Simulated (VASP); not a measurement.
# Hf3Si2 (P4/mbm) in VASP: further runs, part 2 of 2

VASP 6.6.1. The steps go on from the part before.

## (3) Single point, PBEsol (strain -0.0200 x Voigt [1, 1, 0, 0, 0, 0])

File INCAR:

```
SYSTEM = Hf3Si2
PREC = Accurate
ENCUT = 520
EDIFF = 1E-7
ISMEAR = 0
SIGMA = 0.15
LREAL = .False.
LASPH = .True.
NELM = 80
ALGO = Fast
ISIF = 2
LWAVE = .False.
LCHARG = .True.
GGA = PS
LELF = .True.
LVHAR = .True.
NBANDS = 49
```

File KPOINTS:

```
regular mesh
0
Gamma
  6 6 12
  0 0 0
```

File POSCAR:

```
Hf3Si2
1.0
    6.8369317689      0.0000000000      0.0000000000
    0.0000000000      6.8369317689      0.0000000000
    0.0000000000      0.0000000000      3.6070281186
Hf Si
6 4
Direct
    0.6738642686      0.8261357314      0.5000000000
    0.8261357314      0.3261357314      0.5000000000
    0.3261357314      0.1738642686      0.5000000000
    0.1738642686      0.6738642686      0.5000000000
    0.5000000000      0.5000000000      0.0000000000
    0.0000000000      0.0000000000      0.0000000000
    0.6238117757      0.1238117757      0.0000000000
    0.8761882243      0.6238117757      0.0000000000
    0.1238117757      0.3761882243      0.0000000000
    0.3761882243      0.8761882243      0.0000000000
```

Potentials or basis: VASP PAW PBE potentials, release 64 (Hf_pv, Si).

Command:

```
> cat potpaw_PBE.64/Hf_pv/POTCAR potpaw_PBE.64/Si/POTCAR > POTCAR
> mpirun -np 1 vasp_std > vasp.out
```

OUTCAR:

```text
SYSTEM = Hf3Si2
   PREC = Accurate
   ENCUT = 520
   EDIFF = 1E-7
   ISMEAR = 0
   LREAL = .False.
   LASPH = .True.
   NELM = 80
   ISIF = 2
   GGA = PS

 ion  position               nearest neighbor table
   1  0.674  0.826  0.500-   8 2.66   8 2.66  10 2.74   7 2.74   7 2.74  10 2.74   6 3.10   6 3.10
                             5 3.10   5 3.10   3 3.36   2 3.57   4 3.57   2 3.57   4 3.57
   2  0.826  0.326  0.500-   7 2.66   7 2.66   9 2.74   8 2.74   8 2.74   9 2.74   6 3.10   6 3.10
                             5 3.10   5 3.10   4 3.36   3 3.57   1 3.57   1 3.57   3 3.57
   3  0.326  0.174  0.500-   9 2.66   9 2.66  10 2.74   7 2.74   7 2.74  10 2.74   6 3.10   6 3.10
[... 1486 lines left out ...]

 VOLUME and BASIS-vectors are now :
 -----------------------------------------------------------------------------
  energy-cutoff  :      520.00
  volume of cell :      168.61
      direct lattice vectors                 reciprocal lattice vectors
     6.836931769  0.000000000  0.000000000     0.146264441  0.000000000  0.000000000
     0.000000000  6.836931769  0.000000000     0.000000000  0.146264441  0.000000000
     0.000000000  0.000000000  3.607028119     0.000000000  0.000000000  0.277236541

 POSITION                                       TOTAL-FORCE (eV/Angst)
 -----------------------------------------------------------------------------------
      4.60716      5.64823      1.80351         0.017649     -0.017649     -0.000000
      5.64823      2.22977      1.80351        -0.017649     -0.017649      0.000000
      2.22977      1.18870      1.80351        -0.017649      0.017649      0.000000
      1.18870      4.60716      1.80351         0.017649      0.017649     -0.000000
      3.41847      3.41847      0.00000         0.000000     -0.000000      0.000000
      0.00000      0.00000      0.00000         0.000000     -0.000000      0.000000
      4.26496      0.84649      0.00000        -0.021494     -0.021494      0.000000
      5.99044      4.26496      0.00000         0.021494     -0.021494     -0.000000
      0.84649      2.57197      0.00000        -0.021494      0.021494      0.000000
      2.57197      5.99044      0.00000         0.021494      0.021494      0.000000
 -----------------------------------------------------------------------------------
    total drift:                                0.000000      0.000000      0.000000

  FREE ENERGIE OF THE ION-ELECTRON SYSTEM (eV)
  ---------------------------------------------------
  free  energy   TOTEN  =       -94.5416014166 eV

  energy  without entropy=      -94.4630677662  energy(sigma->0) =      -94.50233459
```

OSZICAR:

```text
N       E                     dE             d eps       ncg     rms          rms(c)
DAV:   1     0.320545346522E+03    0.32055E+03   -0.39761E+04  7020   0.147E+03
DAV:   2    -0.757555509628E+02   -0.39630E+03   -0.38119E+03  8043   0.356E+02
DAV:   3    -0.981246597203E+02   -0.22369E+02   -0.21601E+02  8744   0.551E+01
DAV:   4    -0.985919224120E+02   -0.46726E+00   -0.46406E+00  8320   0.830E+00
DAV:   5    -0.986002833723E+02   -0.83610E-02   -0.83533E-02  8423   0.106E+00    0.127E+02
RMM:   6    -0.949613210538E+02    0.36390E+01   -0.71777E+00  7299   0.778E+00    0.826E+01
RMM:   7    -0.950937569144E+02   -0.13244E+00   -0.12252E+01  9447   0.105E+01    0.868E+00
RMM:   8    -0.945385201404E+02    0.55524E+00   -0.19245E+00  7228   0.476E+00    0.240E+00
RMM:   9    -0.945484200447E+02   -0.98999E-02   -0.50467E-01  8018   0.200E+00    0.179E+00
RMM:  10    -0.945411358711E+02    0.72842E-02   -0.38359E-02  8216   0.692E-01    0.553E-01
RMM:  11    -0.945416111339E+02   -0.47526E-03   -0.82607E-03  9519   0.262E-01    0.394E-01
RMM:  12    -0.945415782755E+02    0.32858E-04   -0.14059E-03  9515   0.107E-01    0.942E-02
RMM:  13    -0.945416038775E+02   -0.25602E-04   -0.30048E-04  9875   0.476E-02    0.675E-02
RMM:  14    -0.945416019960E+02    0.18815E-05   -0.47205E-05  9597   0.204E-02    0.172E-02
RMM:  15    -0.945416022687E+02   -0.27270E-06   -0.13777E-05  9449   0.103E-02    0.203E-02
RMM:  16    -0.945416012949E+02    0.97386E-06   -0.38792E-06  8221   0.579E-03    0.562E-03
RMM:  17    -0.945416014087E+02   -0.11387E-06   -0.12394E-06  8215   0.287E-03    0.236E-03
RMM:  18    -0.945416014166E+02   -0.78608E-08   -0.11644E-07  5583   0.103E-03
   1 F= -.94541601E+02 E0= -.94502335E+02  d E =-.785337E-01
```

stdout:

```text
POSCAR found type information on POSCAR HfSi
 POSCAR found :  2 types and      10 ions
 scaLAPACK will be used
 -----------------------------------------------------------------------------
|                                                                             |
|                                                                             |
|     You enforced a specific xc type in the INCAR file but a different       |
|     I HOPE YOU KNOW WHAT YOU ARE DOING!                                     |
|                                                                             |
 -----------------------------------------------------------------------------

 LDA part: xc-table for (Slater+PW92), standard interpolation
 POSCAR, INCAR and KPOINTS ok, starting setup
 FFT: planning ... GRIDC
 FFT: planning ... GRID_SOFT
 FFT: planning ... GRID
 WAVECAR not read
 entering main loop
```

Run time: 22 min. Hardware: 1 thread of Oxide Virtual Turin-like, shared host; peak memory 0.52 GiB.

Results:

```yaml
Free_energy: -94.5416 eV
Pressure: 7.2 GPa
Largest_force: 0.030 eV/Å
Band_gap_on_the_k_mesh: zero (bands 38 and 39 overlap by 1.26 eV)
```

Forces on the atoms (eV/Å):
```
Hf   0.018 -0.018  0.000
Hf  -0.018 -0.018  0.000
Hf  -0.018  0.018  0.000
Hf   0.018  0.018  0.000
Hf   0.000  0.000  0.000
Hf   0.000  0.000  0.000
Si  -0.021 -0.021  0.000
Si   0.021 -0.021  0.000
Si  -0.021  0.021  0.000
Si   0.021  0.021  0.000
```

Caveat: the cell differs from its parent crystal (strain -0.0200 x Voigt [1, 1, 0, 0, 0, 0]); the cell stands under pressure; the PAW data sets were made with another functional, which shifts forces and pressure a little; spin-orbit coupling is left out, which moves the levels of the heavy elements.
